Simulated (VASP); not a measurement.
BaZrO3, 5 atoms in the cell. Symmetry: Cmmm, No. 65, orthorhombic system. Conventional cell: a = 5.868 Å, b = 5.987 Å, c = 4.191 Å, α = 90.00°, β = 90.00°, γ = 90.00°. Ba (site symmetry mmm) has 12 O at 2.93 to 2.99 Å and 8 Zr at 3.61 to 3.65 Å within 3.9 Å. Within 2.8 Å of Zr (site symmetry mmm) lie 6 O at 2.10 Å. Within 2.8 Å of O (site symmetry 2/m) lie 2 Zr at 2.10 Å. Within 2.8 Å of O (site symmetry mmm) lie 2 Zr at 2.10 Å. 

* Program: VASP 6.6.1
* Task: single point
* Functional: PBE
* Potentials or basis: VASP PAW PBE potentials, release 64 (Ba_sv, Zr_sv, O)
* Cutoff: 520 eV
* k mesh: 6 × 6 × 6
* Occupations: gaussian, width 0.05 eV
* Spin: no spin polarisation
* Dipole correction: no
* Further INCAR settings: ALGO = Normal; EDIFF = 1e-07; NBANDS = 28

Potentials or basis: VASP PAW PBE potentials, release 64 (Ba_sv, Zr_sv, O).

Run with:

```bash
$ cat potpaw_PBE.64/Ba_sv/POTCAR potpaw_PBE.64/Zr_sv/POTCAR potpaw_PBE.64/O/POTCAR > POTCAR
$ mpirun -np 1 vasp_std > vasp.out
```

Hardware: 1 thread of Intel(R) Xeon(R) 6975P-C (Granite Rapids), with other jobs on the host.

Q: How long does it take, and how much memory?

A: Run time: 31 s on 1 thread of Intel(R) Xeon(R) 6975P-C (Granite Rapids) (shared host), peak memory 0.24 GiB. Counts: scf iterations 15, k points 52.
